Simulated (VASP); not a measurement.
# Sn3Mo (P6_3/mmc) in VASP: further runs, part 2 of 2

VASP 6.6.1.

## 3. Relaxation of cell and atoms, PBE

This run uses another cell than the first one, of 23.30 Å³/atom.

File INCAR:

```
SYSTEM = Sn3Mo
ALGO = Fast ; EDIFF = 1E-6
EDIFFG = -0.04 ; ENCUT = 600
GGA = PE ; IBRION = 2
ISIF = 3 ; ISMEAR = 0
LASPH = .True. ; LCHARG = .False.
LREAL = .False. ; LWAVE = .False.
NELM = 100 ; NSW = 90
PREC = Accurate ; SIGMA = 0.1
```

File KPOINTS:

```
k-points
0
Gamma
  3 3 4
  0 0 0
```

File POSCAR:

```
Sn3Mo
1.0
    6.4486549375      0.0000000000      0.0000000000
   -3.2243274688      5.5846989961      0.0000000000
    0.0000000000      0.0000000000      5.1760405652
Sn Mo
6 2
Direct
    0.8330000000      0.6660000000      0.2500000000
    0.1670000000      0.8330000000      0.7500000000
    0.3340000000      0.1670000000      0.2500000000
    0.1670000000      0.3340000000      0.7500000000
    0.8330000000      0.1670000000      0.2500000000
    0.6660000000      0.8330000000      0.7500000000
    0.3333333333      0.6666666667      0.2500000000
    0.6666666667      0.3333333333      0.7500000000
```

Potentials or basis: VASP PAW PBE potentials, release 64 (Sn_d, Mo_sv).

Run with:

```
> cat potpaw_PBE.64/Sn_d/POTCAR potpaw_PBE.64/Mo_sv/POTCAR > POTCAR
> mpirun -np 1 vasp_std > vasp.out
```

OUTCAR:

```text
SYSTEM = Sn3Mo
   EDIFF = 1E-6
   EDIFFG = -0.04
   ENCUT = 600
   GGA = PE
   IBRION = 2
   ISIF = 3
   ISMEAR = 0
   LASPH = .True.
   LREAL = .False.
   NELM = 100
   NSW = 90
   PREC = Accurate

 ion  position               nearest neighbor table
   1  0.833  0.666  0.250-   8 3.19   8 3.19   2 3.19   2 3.19   6 3.19   6 3.19   3 3.22   5 3.22
                             7 3.22   7 3.22   3 3.23   5 3.23
   2  0.167  0.833  0.750-   7 3.19   7 3.19   1 3.19   1 3.19   3 3.19   3 3.19   6 3.22   4 3.22
                             8 3.22   8 3.22   6 3.23   4 3.23
   3  0.334  0.167  0.250-   8 3.19   8 3.19   2 3.19   2 3.19   4 3.19   4 3.19   1 3.22   5 3.22
                             7 3.22   7 3.22   1 3.23   5 3.23
   4  0.167  0.334  0.750-   7 3.19   7 3.19   5 3.19   5 3.19   3 3.19   3 3.19   6 3.22   2 3.22
                             8 3.22   8 3.22   6 3.23   2 3.23
   5  0.833  0.167  0.250-   8 3.19   8 3.19   4 3.19   4 3.19   6 3.19   6 3.19   3 3.22   1 3.22
                             7 3.22   7 3.22   3 3.23   1 3.23
   6  0.666  0.833  0.750-   7 3.19   7 3.19   5 3.19   5 3.19   1 3.19   1 3.19   4 3.22   2 3.22
                             8 3.22   8 3.22   4 3.23   2 3.23
   7  0.333  0.667  0.250-   2 3.19   2 3.19   6 3.19   6 3.19   4 3.19   4 3.19   1 3.22   3 3.22
                             5 3.22   5 3.22   1 3.22   3 3.22
   8  0.667  0.333  0.750-   5 3.19   5 3.19   3 3.19   3 3.19   1 3.19   1 3.19   4 3.22   6 3.22
                             2 3.22   2 3.22   4 3.22   6 3.22

  LATTYP: Found a hexagonal cell.
 ALAT       =     6.4486549375
 C/A-ratio  =     0.8026542923

  Lattice vectors:

 A1 = (   6.4486549375,   0.0000000000,   0.0000000000)
 A2 = (  -3.2243274688,   5.5846989961,   0.0000000000)
 A3 = (   0.0000000000,   0.0000000000,   5.1760405652)

Analysis of symmetry for initial positions (statically):
=====================================================================
 Subroutine PRICEL returns:
 Original cell was already a primitive cell.

 Routine SETGRP: Setting up the symmetry group for a
 hexagonal supercell.

 Subroutine GETGRP returns: Found 24 space group operations
 (whereof 12 operations were pure point group operations)
 out of a pool of 24 trial point group operations.

The static configuration has the point symmetry D_3d.
 The point group associated with its full space group is D_6h.

Analysis of symmetry for dynamics (positions and initial velocities):
=====================================================================
 Subroutine PRICEL returns:
 Original cell was already a primitive cell.

 Routine SETGRP: Setting up the symmetry group for a
 hexagonal supercell.

 Subroutine GETGRP returns: Found 24 space group operations
 (whereof 12 operations were pure point group operations)
 out of a pool of 24 trial point group operations.

The dynamic configuration has the point symmetry D_3d.
 The point group associated with its full space group is D_6h.

 Subroutine INISYM returns: Found 24 space group operations
 (whereof 12 operations are pure point group operations),
 and found     1 'primitive' translations

----------------------------------------------------------------------------------------

                                     Primitive cell

  volume of cell :     186.4089

  direct lattice vectors                    reciprocal lattice vectors
     6.448654937  0.000000000  0.000000000     0.155071098  0.089530340  0.000000000
    -3.224327469  5.584698996  0.000000000     0.000000000  0.179060680  0.000000000
     0.000000000  0.000000000  5.176040565     0.000000000  0.000000000  0.193197868

  length of vectors
     6.448654937  6.448654938  5.176040565     0.179060680  0.179060680  0.193197868
[... 62 lines left out ...]
   dimension x,y,z NGX =    54 NGY =   54 NGZ =   42
   dimension x,y,z NGXF=   108 NGYF=  108 NGZF=   84
   ions per type =               6   2
   NGX,Y,Z   is equivalent  to a cutoff of  13.92, 13.92, 13.49 a.u.
   NGXF,Y,Z  is equivalent  to a cutoff of  27.84, 27.84, 26.98 a.u.
 SYSTEM =  Sn3Mo
   PREC   = accura    normal or accurate (medium, high low for compatibility)
   ISTART =      0    job   : 0-new  1-cont  2-samecut
   ICHARG =      2    charge: 1-file 2-atom 10-const
   ISPIN  =      1    spin polarized calculation?
   LNONCOLLINEAR =      F non collinear calculations
   LSORBIT =      F    spin-orbit coupling
   LASPH  =      T    aspherical Exc in radial PAW
   ENCUT  =  600.0 eV  44.10 Ry    6.64 a.u.  12.88 12.88 10.34*2*pi/ulx,y,z
   NELM   =    100;   NELMIN=  2; NELMDL= -5     # of ELM steps
   EDIFF  = 0.1E-05   stopping-criterion for ELM
   LREAL  =      F    real-space projection
   EDIFFG = -.4E-01   stopping-criterion for IOM
   NSW    =     90    number of steps for IOM
   IBRION =      2    ionic relax: 0-MD 1-quasi-New 2-CG
   NFREE  =      1    steps in history (QN), initial steepest desc. (CG)
   ISIF   =      3    stress and relaxation
   ISYM   =      2    0-nonsym 1-usesym 2-fastsym
   POTIM  = 0.5000    time-step for ionic-motion
   TEBEG  =    0.0;   TEEND  =   0.0 temperature during run
   PSTRESS=    0.0 pullay stress
   NELECT =     112.0000    total number of electrons
   NUPDOWN=      -1.0000    fix difference up-down
   EMIN   =  10.00;   EMAX   =-10.00  energy-range for DOS
   EFERMI =   0.00;   METHOD = LEGACY
   ISMEAR =     0;   SIGMA  =   0.10  broadening in eV -4-tet -1-fermi 0-gaus
   EFERMI_NEDOS =   21; number of points for ismear=-14 and -15
   IALGO  =     68    algorithm
   IMIX   =      4    mixing-type and parameters
     AMIX     =   0.40;   BMIX     =  1.00
     AMIX_MAG =   1.60;   BMIX_MAG =  1.00
  volume/ion in A,a.u.               =      23.30       157.24
  Fermi-wavevector in a.u.,A,eV,Ry     =   1.381419  2.610503 25.964235  1.908317
  Thomas-Fermi vector in A             =   2.506205
   LORBIT       =      0    0 simple, 1 ext, 2 COOP (PROOUT), +10 PAW based schemes
   GGA     = PE    functional components
   LHFCALC =     F    Hartree Fock is set to
   AEXX    =    0.0000 exact exchange contribution
   IVDW    =     0    specifies the selected vdW correction
   LEPSILON=     F    determine dielectric tensor
   LRPA    =     F    only Hartree local field effects (RPA)
 conjugate gradient relaxation of ions
 non-spin polarized calculation
 RMM-DIIS sequential band-by-band and
 Gauss-broadening in eV      SIGMA  =   0.10
  energy-cutoff  :      600.00
  volume of cell :      186.41
 maximum number of plane-waves:      6255
 NGX is ok and might be reduce to    54
   NGX = 25   NGY = 25   NGZ = 21

--------------------------------------- Ionic step        1  -------------------------------------------

 number of electron     111.9999994 magnetization

 Free energy of the ion-electron system (eV)
  ---------------------------------------------------
  ext. energy  EPLUGINS =         0.00000000
  ---------------------------------------------------
  free energy    TOTEN  =       -39.94658973 eV

  energy without entropy =      -39.91691151  energy(sigma->0) =      -39.93175062

------------------------ aborting loop because EDIFF is reached ----------------------------------------

  FORCE on cell =-STRESS in cart. coord.  units (eV):
  Direction    XX          YY          ZZ          XY          YZ          ZX
  --------------------------------------------------------------------------------------
  -------------------------------------------------------------------------------------
  Total       -4.5873678     -4.5873678     -0.3692196      0.0000000      0.0000000     -0.0000000
  in kB      -39.4282554    -39.4282554     -3.1734289      0.0000000      0.0000000     -0.0000000
  external PRESSURE =     -27.3433132 kB  Pullay stress =       0.0000000 kB
[... 71 lines left out ...]
--------------------------------------- Ionic step        3  -------------------------------------------

 number of electron     111.9999982 magnetization

 E-fermi :  10.3717     XC(G=0): -11.4859

 val. band max:       10.3435279343   @ k =   0.0000   0.0000   0.2500
 cond. band min:      10.3722951291   @ k =   0.3333   0.0000   0.0000
 fundamental gap:      0.0287671948
 Fermi energy:        10.3716764841

 k-point     1 :       0.0000    0.0000    0.0000
  band No.  band energies     occupation
      1     -50.3671      2.00000
      2     -50.3667      2.00000
      3     -24.4994      2.00000
      4     -24.4994      2.00000
      5     -24.4946      2.00000
      6     -24.4946      2.00000
[... 870 lines left out ...]
--------------------------------------- Ionic step        9  -------------------------------------------

 number of electron     112.0000011 magnetization

 Free energy of the ion-electron system (eV)
  ---------------------------------------------------
  ext. energy  EPLUGINS =         0.00000000
  ---------------------------------------------------
  free energy    TOTEN  =       -40.44577077 eV

  energy without entropy =      -40.41871848  energy(sigma->0) =      -40.43224463

 E-fermi :   9.9847     XC(G=0): -11.3392

 val. band max:        9.9612153417   @ k =   0.3333   0.3333   0.5000
 cond. band min:       9.9973744074   @ k =   0.3333   0.3333   0.0000
 fundamental gap:      0.0361590656
 Fermi energy:         9.9846853235

 k-point     1 :       0.0000    0.0000    0.0000
  band No.  band energies     occupation
      1     -50.8106      2.00000
      2     -50.8103      2.00000
      3     -24.9443      2.00000
      4     -24.9443      2.00000
      5     -24.9404      2.00000
      6     -24.9404      2.00000
[... 654 lines left out ...]
  FREE ENERGIE OF THE ION-ELECTRON SYSTEM (eV)
  ---------------------------------------------------
  free  energy   TOTEN  =       -40.4457707742 eV

  energy  without entropy=      -40.4187184776  energy(sigma->0) =      -40.43224463

 reached required accuracy - stopping structural energy minimisation
```

Wall time 20 min (1 thread of Intel Xeon Platinum 8488C (Sapphire Rapids), shared host); peak memory 0.43 GiB.

Results:

```yaml
Free_energy: -40.4458 eV
Relaxed_volume: 22.29 Å³/atom
Relaxed_cell: a = 6.194 Å, b = 6.194 Å, c = 5.368 Å, α = 90.00°, β = 90.00°, γ = 120.00°
Space_group_after_relaxing_to_0.1_Å: P6_3/mmc (No. 194)
Energy_gained_by_relaxing: 62.4 meV/atom
Ionic_steps: 9
Pressure_after_relaxing: 0.1 GPa
Largest_force_after_relaxing: 0.039 eV/Å
Band_gap_on_the_k_mesh: zero (bands 56 and 57 overlap by 0.32 eV)
```

Forces in eV/Å, atoms in the order of the input:
```
Sn   0.000 -0.039  0.000
Sn   0.033 -0.019  0.000
Sn   0.033  0.019  0.000
Sn   0.000  0.039  0.000
Sn  -0.033  0.019  0.000
Sn  -0.033 -0.019  0.000
Mo   0.000  0.000  0.000
Mo   0.000  0.000  0.000
```

Stress tensor (GPa, compression positive):
```
-0.02  0.00  0.00
 0.00 -0.02  0.00
 0.00  0.00  0.24
```

The path:
```tsv
step	energy change (eV)	largest force (eV/Å)	pressure (GPa)	volume (Å³)
1	0.0000	1.0618	-2.73	186.41
2	-0.3702	0.4974	1.35	175.85
3	-0.3846	0.3163	2.64	173.40
4	-0.4801	0.2603	0.26	178.58
5	-0.4832	0.1674	0.56	177.80
6	-0.4925	0.0220	-0.36	179.56
7	-0.4925	0.0208	-0.41	179.58
8	-0.4981	0.0147	-0.14	178.84
9	-0.4992	0.0387	0.07	178.36
```

Final structure:
```
Sn Mo
1.0
     6.19389    0.00000    0.00000
    -3.09695    5.36407    0.00000
     0.00000    0.00000    5.36829
Sn Mo
6 2
Direct
  0.82612 0.65224 0.25000
  0.17388 0.82612 0.75000
  0.34776 0.17388 0.25000
  0.17388 0.34776 0.75000
  0.82612 0.17388 0.25000
  0.65224 0.82612 0.75000
  0.33333 0.66667 0.25000
  0.66667 0.33333 0.75000
```

Levels at points of the mesh, in eV from the Fermi level:
```csv
k point,band 53,band 54,band 55,band 56,band 57,band 58,band 59,band 60
"(0.00, 0.00, 0.00)",-1.64,-1.06,-1.06,-0.19,0.30,0.30,0.80,0.80
"(0.00, 0.00, 0.50)",-0.10,-0.10,-0.10,-0.10,0.44,0.44,0.89,0.89
```

Caveat: the k points lie up to 0.39 Å⁻¹ apart in the final cell; spin-orbit coupling is left out, which moves the levels of the heavy elements.
